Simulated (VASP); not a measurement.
A run of VASP 6.6.1 is set up as follows.

The input INCAR:

```
SYSTEM = Sn
PREC = Accurate ; ENCUT = 520
EDIFF = 1E-7 ; ISMEAR = -1
SIGMA = 0.1 ; LREAL = .False.
LASPH = .True. ; NELM = 80
ALGO = Normal ; ISIF = 2
LWAVE = .False. ; LCHARG = .False.
GGA = RE ; NBANDS = 36
```

The input KPOINTS:

```
Automatic mesh
0
Gamma
  11 11 3
  0 0 0
```

POSCAR

```
Sn
1.0
    3.4142877863      0.0000000000      0.0000000000
   -1.7071438931      2.9568599587      0.0000000000
    0.0000000000      0.0000000000     11.2722755029
Sn
4
Direct
    0.0000000000      0.0000000000      0.0000000000
    0.0000000000      0.0000000000      0.5000000000
    0.3333333333      0.6666666667      0.2500000000
    0.6666666667      0.3333333333      0.7500000000
```

Potentials or basis: VASP PAW PBE potentials, release 64 (Sn_d).

Run with:

```bash
$ cat potpaw_PBE.64/Sn_d/POTCAR > POTCAR
$ mpirun -np 1 vasp_std > vasp.out
```

Task: Predict the band gap on the k mesh.

Result: Zero (band 28 reaches 13.42 eV, above the bottom of band 29 at 6.06 eV).

Task: Estimate the pressure.

Result: -0.1 GPa.

Caveat: the PAW data sets were made with another functional, which shifts forces and pressure a little; spin-orbit coupling is left out, which moves the levels of the heavy elements.
